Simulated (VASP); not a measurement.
# Ge5S (I4/mmm) in VASP: relaxation of cell and atoms with PBE

Aim: the relaxation of cell and atoms of Ge5S with PBE.

Program: VASP 6.6.1. These are calculated values, not measurements. Logs are shortened: lines on timing, memory, paths and dates and some standing lists are left out, and cuts for length are marked.

## Step 1: The cell of the first run

The structure is tetragonal, space group I4/mmm (No. 139). The conventional cell has a = 5.768 Å, b = 5.768 Å, c = 7.708 Å, α = 90.00°, β = 90.00°, γ = 90.00°. Ge (site symmetry 2/m) has 6 Ge at 2.81 to 2.88 Å and 2 S at 2.81 Å within 3.7 Å. Within 3.7 Å of Ge (site symmetry 4/mmm) lie 8 Ge at 2.81 Å. S (site symmetry 4/mmm) has 8 Ge at 2.81 Å within 3.7 Å.

The cell was generated, and may not be a known phase.

## Step 2: Relaxation of cell and atoms, PBE

The input, INCAR:

```
PREC     = Accurate       # precision mode
ENCUT    = 600            # plane-wave cutoff, eV
EDIFF    = 1E-6           # SCF threshold, eV
ISMEAR   = 0              # smearing method
SIGMA    = 0.1            # smearing width, eV
LREAL    = False          # projectors in reciprocal space
LASPH    = True           # aspherical terms in the spheres
NELM     = 100            # most SCF steps
ALGO     = Fast           # electronic algorithm
ISIF     = 3              # what is computed and relaxed
LWAVE    = False          # write WAVECAR
LCHARG   = False          # write CHGCAR
GGA      = PE             # functional
IBRION   = 2              # ionic algorithm
NSW      = 100            # ionic steps
EDIFFG   = -0.01          # ionic threshold
```

The input, KPOINTS:

```
Automatic mesh
0
Gamma
  10 10 10
```

The input, POSCAR:

```
Ge5S
1.0
   -2.8837598163      2.8837598163      3.8540273366
    2.8837598163     -2.8837598163      3.8540273366
    2.8837598163      2.8837598163     -3.8540273366
Ge S
5 1
Direct
    0.5000000000      0.5000000000      0.5000000000
    0.0000000000      0.0000000000      0.5000000000
    0.5000000000      0.0000000000      0.0000000000
    0.0000000000      0.5000000000      0.0000000000
    0.5000000000      0.5000000000      0.0000000000
    0.0000000000      0.0000000000      0.0000000000
```

Potentials or basis: VASP PAW PBE potentials, release 64 (Ge_d, S).

Run with:

```sh
> cat potpaw_PBE.64/Ge_d/POTCAR potpaw_PBE.64/S/POTCAR > POTCAR
> mpirun -np 1 vasp_std > vasp.out
```

OUTCAR:

```text
PREC = Accurate
   ENCUT = 600
   EDIFF = 1E-6
   ISMEAR = 0
   LREAL = False
   LASPH = True
   NELM = 100
   ISIF = 3
   GGA = PE
   IBRION = 2
   NSW = 100
   EDIFFG = -0.01

 ion  position               nearest neighbor table
   1  0.500  0.500  0.500-   5 2.81   6 2.81   5 2.81   6 2.81   3 2.88   3 2.88   4 2.88   4 2.88

   2  0.000  0.000  0.500-   5 2.81   6 2.81   6 2.81   5 2.81   3 2.88   4 2.88   3 2.88   4 2.88

   3  0.500  0.000  0.000-   5 2.81   6 2.81   5 2.81   6 2.81   1 2.88   1 2.88   2 2.88   2 2.88

   4  0.000  0.500  0.000-   5 2.81   6 2.81   6 2.81   5 2.81   1 2.88   2 2.88   2 2.88   1 2.88

   5  0.500  0.500  0.000-   1 2.81   2 2.81   3 2.81   4 2.81   1 2.81   3 2.81   4 2.81   2 2.81

   6  0.000  0.000  0.000-   1 2.81   2 2.81   3 2.81   4 2.81   2 2.81   4 2.81   3 2.81   1 2.81

  LATTYP: Found a body centered tetragonal cell.
 ALAT       =     5.7675196326
 C/A-ratio  =     1.3364591998

  Lattice vectors:

 A1 = (  -2.8837598163,   2.8837598163,   3.8540273366)
 A2 = (   2.8837598163,  -2.8837598163,   3.8540273366)
 A3 = (   2.8837598163,   2.8837598163,  -3.8540273366)

Analysis of symmetry for initial positions (statically):
=====================================================================
 Subroutine PRICEL returns:
 Original cell was already a primitive cell.

 Routine SETGRP: Setting up the symmetry group for a
 body centered tetragonal supercell.

 Subroutine GETGRP returns: Found 16 space group operations
 (whereof 16 operations were pure point group operations)
 out of a pool of 16 trial point group operations.

The static configuration has the point symmetry D_4h.

Analysis of symmetry for dynamics (positions and initial velocities):
=====================================================================
 Subroutine PRICEL returns:
 Original cell was already a primitive cell.

 Routine SETGRP: Setting up the symmetry group for a
 body centered tetragonal supercell.

 Subroutine GETGRP returns: Found 16 space group operations
 (whereof 16 operations were pure point group operations)
 out of a pool of 16 trial point group operations.

The dynamic configuration has the point symmetry D_4h.

 Subroutine INISYM returns: Found 16 space group operations
 (whereof 16 operations are pure point group operations),
 and found     1 'primitive' translations

----------------------------------------------------------------------------------------

                                     Primitive cell

  volume of cell :     128.2015

  direct lattice vectors                    reciprocal lattice vectors
    -2.883759816  2.883759816  3.854027337     0.000000000  0.173384759  0.129734420
     2.883759816 -2.883759816  3.854027337     0.173384759  0.000000000  0.129734420
     2.883759816  2.883759816 -3.854027337     0.173384759  0.173384759  0.000000000

  length of vectors
     5.611209145  5.611209145  5.611209145     0.216548596  0.216548596  0.245203077

  position of ions in fractional coordinates (direct lattice)
     0.500000000  0.500000000  0.500000000
     0.000000000  0.000000000  0.500000000
     0.500000000  1.000000000  0.000000000
     1.000000000  0.500000000  0.000000000
     0.500000000  0.500000000  0.000000000
     0.000000000  0.000000000  0.000000000

  ion indices of the primitive-cell ions
   primitive index   ion index
                 1           1
                 2           2
                 3           3
                 4           4
                 5           5
                 6           6

----------------------------------------------------------------------------------------

 KPOINTS: Automatic mesh

Automatic generation of k-mesh.
 Grid dimensions read from file:
 generate k-points for:   10   10   10

 Generating k-lattice:

  Cartesian coordinates                     Fractional coordinates (reciprocal lattice)
     0.000000000  0.017338476  0.012973442     0.100000000 -0.000000000  0.000000000
     0.017338476  0.000000000  0.012973442    -0.000000000  0.100000000  0.000000000
     0.017338476  0.017338476  0.000000000     0.000000000  0.000000000  0.100000000

  Length of vectors
     0.021654860  0.021654860  0.024520308

  Shift w.r.t. Gamma in fractional coordinates (k-lattice)
     0.000000000  0.000000000  0.000000000

 Subroutine IBZKPT returns following result:
 ===========================================

 Found    102 irreducible k-points:

 Following reciprocal coordinates:
            Coordinates               Weight
  0.000000  0.000000  0.000000      1.000000
  0.100000 -0.000000  0.000000      8.000000
  0.200000 -0.000000  0.000000      8.000000
  0.300000 -0.000000  0.000000      8.000000
  0.400000 -0.000000  0.000000      8.000000
  0.500000 -0.000000  0.000000      4.000000
[... 16 lines left out ...]
  0.300000  0.300000  0.000000      8.000000
  0.400000  0.300000  0.000000     16.000000
 [... further k-points ...]
   k-points           NKPTS =    102   k-points in BZ     NKDIM =    102   number of bands    NBANDS=     45
   number of dos      NEDOS =    301   number of ions     NIONS =      6
   total plane-waves  NPLWV = 110592
   dimension x,y,z NGX =    48 NGY =   48 NGZ =   48
   dimension x,y,z NGXF=    96 NGYF=   96 NGZF=   96
   ions per type =               5   1
   NGX,Y,Z   is equivalent  to a cutoff of  14.22, 14.22, 14.22 a.u.
   NGXF,Y,Z  is equivalent  to a cutoff of  28.44, 28.44, 28.44 a.u.
 SYSTEM =  unknown system
   PREC   = accura    normal or accurate (medium, high low for compatibility)
   ISTART =      0    job   : 0-new  1-cont  2-samecut
   ICHARG =      2    charge: 1-file 2-atom 10-const
   ISPIN  =      1    spin polarized calculation?
   LNONCOLLINEAR =      F non collinear calculations
   LSORBIT =      F    spin-orbit coupling
   LASPH  =      T    aspherical Exc in radial PAW
   ENCUT  =  600.0 eV  44.10 Ry    6.64 a.u.  11.21 11.21 11.21*2*pi/ulx,y,z
   NELM   =    100;   NELMIN=  2; NELMDL= -5     # of ELM steps
   EDIFF  = 0.1E-05   stopping-criterion for ELM
   LREAL  =      F    real-space projection
   EDIFFG = -.1E-01   stopping-criterion for IOM
   NSW    =    100    number of steps for IOM
   IBRION =      2    ionic relax: 0-MD 1-quasi-New 2-CG
   NFREE  =      1    steps in history (QN), initial steepest desc. (CG)
   ISIF   =      3    stress and relaxation
   ISYM   =      2    0-nonsym 1-usesym 2-fastsym
   POTIM  = 0.5000    time-step for ionic-motion
   TEBEG  =    0.0;   TEEND  =   0.0 temperature during run
   PSTRESS=    0.0 pullay stress
   NELECT =      76.0000    total number of electrons
   NUPDOWN=      -1.0000    fix difference up-down
   EMIN   =  10.00;   EMAX   =-10.00  energy-range for DOS
   EFERMI =   0.00;   METHOD = LEGACY
   ISMEAR =     0;   SIGMA  =   0.10  broadening in eV -4-tet -1-fermi 0-gaus
   EFERMI_NEDOS =   21; number of points for ismear=-14 and -15
   IALGO  =     68    algorithm
   IMIX   =      4    mixing-type and parameters
     AMIX     =   0.40;   BMIX     =  1.00
     AMIX_MAG =   1.60;   BMIX_MAG =  1.00
  volume/ion in A,a.u.               =      21.37       144.19
  Fermi-wavevector in a.u.,A,eV,Ry     =   1.375250  2.598846 25.732876  1.891313
  Thomas-Fermi vector in A             =   2.500603
   LORBIT       =      0    0 simple, 1 ext, 2 COOP (PROOUT), +10 PAW based schemes
   GGA     = PE    functional components
   LHFCALC =     F    Hartree Fock is set to
   AEXX    =    0.0000 exact exchange contribution
   IVDW    =     0    specifies the selected vdW correction
   LEPSILON=     F    determine dielectric tensor
   LRPA    =     F    only Hartree local field effects (RPA)
 conjugate gradient relaxation of ions
 non-spin polarized calculation
 RMM-DIIS sequential band-by-band and
 Gauss-broadening in eV      SIGMA  =   0.10
  energy-cutoff  :      600.00
  volume of cell :      128.20
 maximum number of plane-waves:      4315
 NGX is ok and might be reduce to    48
   NGX = 23   NGY = 23   NGZ = 23

--------------------------------------- Ionic step        1  -------------------------------------------

 number of electron      75.9999982 magnetization

 Free energy of the ion-electron system (eV)
  ---------------------------------------------------
  ext. energy  EPLUGINS =         0.00000000
  ---------------------------------------------------
  free energy    TOTEN  =       -24.92932051 eV

  energy without entropy =      -24.91364492  energy(sigma->0) =      -24.92148272

------------------------ aborting loop because EDIFF is reached ----------------------------------------

  FORCE on cell =-STRESS in cart. coord.  units (eV):
  Direction    XX          YY          ZZ          XY          YZ          ZX
  --------------------------------------------------------------------------------------
  -------------------------------------------------------------------------------------
  Total        0.3579549      0.3579549      0.6618267      0.0000000      0.0000000      0.0000000
  in kB        4.4734839      4.4734839      8.2710740      0.0000000      0.0000000      0.0000000
  external PRESSURE =       5.7393473 kB  Pullay stress =       0.0000000 kB
[... 185 lines left out ...]
  energy  without entropy=      -24.9168182245  energy(sigma->0) =      -24.92451539

--------------------------------------- Ionic step        6  -------------------------------------------

 number of electron      76.0000001 magnetization

 Free energy of the ion-electron system (eV)
  ---------------------------------------------------
  ext. energy  EPLUGINS =         0.00000000
  ---------------------------------------------------
  free energy    TOTEN  =       -24.93270503 eV

  energy without entropy =      -24.91759658  energy(sigma->0) =      -24.92515080

 E-fermi :   5.3107     XC(G=0): -10.2456

 val. band max:        5.3054083084   @ k =  -0.3000   0.5000   0.3000
 cond. band min:       5.3111917861   @ k =  -0.2000  -0.4000   0.2000
 fundamental gap:      0.0057834778
 Fermi energy:         5.3106999452

 k-point     1 :       0.0000    0.0000    0.0000
  band No.  band energies     occupation
      1     -19.5846      2.00000
      2     -19.5682      2.00000
      3     -19.5630      2.00000
      4     -19.5541      2.00000
      5     -19.5541      2.00000
      6     -19.5460      2.00000
[... 1141 lines left out ...]
     44       8.5062      0.00000
     45       8.8989      0.00000

 [... further k-points ...]
[... 5 lines left out ...]
  --------------------------------------------------------------------------------------
  -------------------------------------------------------------------------------------
  Total       -0.0224523     -0.0224523      0.0068652      0.0000000     -0.0000000      0.0000000
  in kB       -0.2778181     -0.2778181      0.0849485      0.0000000     -0.0000000      0.0000000
  external PRESSURE =      -0.1568959 kB  Pullay stress =       0.0000000 kB
[... 21 lines left out ...]
  FREE ENERGIE OF THE ION-ELECTRON SYSTEM (eV)
  ---------------------------------------------------
  free  energy   TOTEN  =       -24.9327050283 eV

  energy  without entropy=      -24.9175965785  energy(sigma->0) =      -24.92515080

 reached required accuracy - stopping structural energy minimisation
```

It took 1.8 h on 1 thread of Oxide Virtual Turin-like, shared host; peak memory 0.68 GiB.

Results:

```
Free energy                           : -24.9327 eV
Relaxed volume                        : 21.58 Å³/atom
Relaxed cell                          : a = 5.639 Å, b = 5.639 Å, c = 5.639 Å, α = 118.51°, β = 118.51°, γ = 92.60°
Space group after relaxing (to 0.1 Å) : I4/mmm (No. 139)
Energy gained by relaxing             : 0.6 meV/atom
Ionic steps                           : 6
Pressure after relaxing               : 0.0 GPa
Band gap on the k mesh                : zero (bands 38 and 39 overlap by 0.89 eV)
```

Step by step:
```csv
step,energy change (eV),largest force (eV/Å),pressure (GPa),volume (Å³)
1,0.0000,0.0000,0.57,128.20
2,-0.0026,0.0000,-0.09,129.63
3,-0.0026,0.0000,-0.02,129.52
4,-0.0026,0.0000,-0.06,129.55
5,-0.0029,0.0000,-0.02,129.54
6,-0.0034,0.0000,-0.02,129.48
```

Final structure:
```
CELL_PARAMETERS angstrom
-2.88267 2.88267 3.89548
2.88267 -2.88267 3.89548
2.88267 2.88267 -3.89548
ATOMIC_POSITIONS crystal
Ge 0.50000 0.50000 0.50000
Ge 0.00000 0.00000 0.50000
Ge 0.50000 0.00000 0.00000
Ge 0.00000 0.50000 0.00000
Ge 0.50000 0.50000 0.00000
S 0.00000 0.00000 0.00000
```

Levels at points of the mesh, in eV from the Fermi level:
```
           k point  band 36  band 37  band 38  band 39  band 40  band 41
(0.00, 0.00, 0.00)    -3.50    -3.48    -3.48     2.24     2.24     2.46
(0.50, 0.00, 0.00)    -1.37    -0.95    -0.81     0.10     1.52     1.77
(0.50, 0.50, 0.00)    -0.57     0.14     0.47     0.88     0.89     1.05
(0.50, 0.50, 0.50)    -1.75    -1.75    -1.41     0.67     1.11     1.35
```
